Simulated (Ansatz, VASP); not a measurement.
LiH in VASP and in Ansatz

```
CELL_PARAMETERS angstrom
3.09467 0.00000 0.00000
-1.54733 2.68006 0.00000
0.00000 0.00000 4.14406
ATOMIC_POSITIONS crystal
Li 0.33333 0.66667 0.93750
Li 0.66667 0.33333 0.43750
H 0.33333 0.66667 0.43750
H 0.66667 0.33333 0.93750
```

Change from the starting cell: epitaxial_xy strain -5.0%.

Alike in both runs: task single point; functional PBE; k mesh 12 × 12 × 6; occupations fermi-dirac, width 0.02 eV; no spin polarisation.

|  | VASP | Ansatz |
| --- | --- | --- |
| version | VASP 6.6.1 | Ansatz 0.2.0 |
| potentials or method | VASP PAW PBE potentials, release 64 (Li_sv, H) | plane waves, PAW |
| plane-wave cutoff (eV) | 520 | 420 |
| valence electrons in the cell | 8 | 8 |

Ansatz gave:

- gap on the k mesh at the Fermi level (eV): 2.21

Problem. Estimate VASP's values.

Solution. gap on the k mesh at the Fermi level (eV): 2.20.

Noted on VASP's run: the cutoff is short for stress, so the pressure is rough.
